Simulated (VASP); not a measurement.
**W: single point with PBE**

Crystal: W.

```
CELL_PARAMETERS angstrom
0.00000 1.97925 2.03000
1.97925 0.00000 2.03000
1.97925 1.97925 0.00000
ATOMIC_POSITIONS crystal
W 0.00000 0.00000 0.00000
```

```json
{"Program": "VASP 6.6.1", "Task": "single point", "Functional": "PBE", "Potentials or basis": "VASP PAW PBE potentials, release 64 (W_sv)", "Cutoff": "500 eV", "k mesh": "15 × 15 × 15", "Occupations": "fermi-dirac, width 0.15 eV", "Spin": "no spin polarisation"}
```

```
Pressure               : 11.1 GPa
Band gap on the k mesh : zero (band 7 reaches 14.10 eV, above the bottom of band 8 at 10.45 eV)
```

Stress tensor (GPa, compression positive):
```
 9.09  0.00  0.00
 0.00  9.09  0.00
 0.00  0.00 15.00
```

Levels at points of the mesh, in eV from the Fermi level:
```tsv
k point	band 4	band 5	band 6	band 7	band 8	band 9	band 10	band 11
(0.00, 0.00, 0.00)	-37.23	-9.20	-0.87	-0.51	-0.51	2.36	2.89	12.79
```

It took 21 s on 1 thread of Intel Xeon 6975P-C, on a shared host, peak memory 0.18 GiB.

Caveat: spin-orbit coupling is left out, which moves the levels of the heavy elements.
